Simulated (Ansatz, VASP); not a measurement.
**One calculation of In4Sb3As, two programs**

POSCAR

```
In4Sb3As
1.0
   -3.2553417279      3.2553417279      6.5021448714
    3.2553417279     -3.2553417279      6.5021448714
    3.2553417279      3.2553417279     -6.5021448714
As In Sb
1 4 3
Direct
    0.0000000000      0.0000000000      0.0000000000
    0.6407753707      0.6407753707      0.5231031642
    0.8823277936      0.3592246293      0.0000000000
    0.1176722064      0.1176722064      0.4768968358
    0.3592246293      0.8823277936      0.0000000000
    0.2500000000      0.7500000000      0.5000000000
    0.5000000000      0.5000000000      0.0000000000
    0.7500000000      0.2500000000      0.5000000000
```

File INCAR.step1:

```
SYSTEM = In4Sb3As
PREC     = Accurate       ! precision mode
ENCUT    = 520            ! plane-wave cutoff, eV
ISMEAR   = -1             ! smearing method
SIGMA    = 0.02           ! smearing width, eV
LREAL    = .FALSE.        ! projectors in reciprocal space
LASPH    = .TRUE.         ! aspherical terms in the spheres
NELM     = 80             ! most SCF steps
NBANDS   = 46             ! bands
GGA      = PE             ! functional
ALGO     = Normal         ! electronic algorithm
EDIFF    = 1E-4           ! SCF threshold, eV
LWAVE    = .TRUE.         ! write WAVECAR
LCHARG   = .FALSE.        ! write CHGCAR
```

The input INCAR.step2:

```
SYSTEM = In4Sb3As
PREC     = Accurate       ! precision mode
ENCUT    = 520            ! plane-wave cutoff, eV
EDIFF    = 1E-6           ! SCF threshold, eV
ISMEAR   = -1             ! smearing method
SIGMA    = 0.02           ! smearing width, eV
LREAL    = .FALSE.        ! projectors in reciprocal space
LASPH    = .TRUE.         ! aspherical terms in the spheres
NELM     = 80             ! most SCF steps
ALGO     = Normal         ! electronic algorithm
ISIF     = 2              ! what is computed and relaxed
LWAVE    = .FALSE.        ! write WAVECAR
LCHARG   = .TRUE.         ! write CHGCAR
METAGGA  = R2SCAN         ! meta-GGA
LMIXTAU  = .TRUE.       
LELF     = .TRUE.         ! ELF
LVHAR    = .TRUE.       
NBANDS   = 46             ! bands
ISTART   = 1
```

The input KPOINTS:

```
regular mesh
0
G
  6 6 6
  0 0 0
```

Input for Ansatz:

```yaml
crystal:
  lattice:
    - [-3.2553417279, 3.2553417279, 6.5021448714]
    - [3.2553417279, -3.2553417279, 6.5021448714]
    - [3.2553417279, 3.2553417279, -6.5021448714]
  atoms:
    - { symbol: As, position: [0.0, 0.0, 0.0] }
    - { symbol: In, position: [0.6407753707, 0.6407753707, 0.5231031642] }
    - { symbol: Sb, position: [0.25, 0.75, 0.5] }
    - { symbol: In, position: [0.8823277936, 0.3592246293, 0.0] }
    - { symbol: Sb, position: [0.5, 0.5, 0.0] }
    - { symbol: In, position: [0.1176722064, 0.1176722064, 0.4768968358] }
    - { symbol: Sb, position: [0.75, 0.25, 0.5] }
    - { symbol: In, position: [0.3592246293, 0.8823277936, 0.0] }
kpoints:
  mp_grid: { grid: [6, 6, 6] }
hamiltonian:
  xc: r2scan
scf:
  occupations: { method: fermi_dirac, width: 0.02 }
  n_extra_bands: 6
output:
  forces: true
  stress: true
  eigenvalues: true
```

Alike in both runs: task single point; functional r2SCAN; k mesh 6 × 6 × 6; occupations fermi-dirac, width 0.02 eV; no spin polarisation.

|  | VASP | Ansatz |
| --- | --- | --- |
| version | VASP 6.6.1 | Ansatz 0.2.0 |
| potentials or method | VASP PAW PBE potentials, release 64 (As, In_d, Sb) | plane waves, PAW |
| plane-wave cutoff (eV) | 520 | 500 |
| valence electrons in the cell | 72 | 112 |

```tsv
	VASP	Ansatz	Ansatz less VASP
pressure (GPa)	-1.2	-1.3	-0.09
rms of the force components (eV/Å)	0.005	0.003	-0.0012
```

VASP's potentials were made for PBE, not for r2SCAN. VASP's potentials hold 72 valence electrons a cell and Ansatz's 112, so a difference there can come from the potentials and not from the codes.

Neither program's run includes spin-orbit coupling.
